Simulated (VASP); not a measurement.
Write the native input for VASP 6.6.1 that does the following.

* Task: single point
* Functional: PBEsol
* Potentials or basis: VASP PAW PBE potentials, release 64 (P)
* Cutoff: 520 eV
* k mesh: 11 × 11 × 11
* Occupations: fermi-dirac, width 0.05 eV
* Spin: no spin polarisation
* Dipole correction: no
* Further INCAR settings: ALGO = Normal; EDIFF = 1e-07; NBANDS = 12

The structure of P lies in POSCAR:

```
P
1.0
    1.7257251780      0.9963478961      3.1296800121
   -1.7257251780      0.9963478961      3.1296800121
    0.0000000000     -1.9926957921      3.1296800121
P
2
Direct
    0.2270802500      0.2270802500      0.2270802500
    0.7729197500      0.7729197500      0.7729197500
```

The input as run:

INCAR

```
SYSTEM = P
PREC = Accurate
ENCUT = 520
EDIFF = 1E-7
ISMEAR = -1
SIGMA = 0.05
LREAL = .False.
LASPH = .True.
NELM = 100
ALGO = Normal
ISIF = 2
LWAVE = .False.
LCHARG = .False.
GGA = PS
NBANDS = 12
```

KPOINTS

```
regular mesh
0
Gamma
  11 11 11
  0 0 0
```

Potentials or basis: VASP PAW PBE potentials, release 64 (P).

Run with:

```console
$ cat potpaw_PBE.64/P/POTCAR > POTCAR
$ mpirun -np 1 vasp_std > vasp.out
```

It gave:

```json
{"Pressure": "-1.8 GPa", "Largest force": "0.288 eV/Å", "Band gap on the k mesh": "zero (bands 5 and 6 overlap by 0.58 eV)"}
```

Caveat: the PAW data sets were made with another functional, which shifts forces and pressure a little.

Run time: 120 s on 1 thread of AMD EPYC 7R43 64-Core Processor (Zen 3) (shared host), peak memory 0.14 GiB.
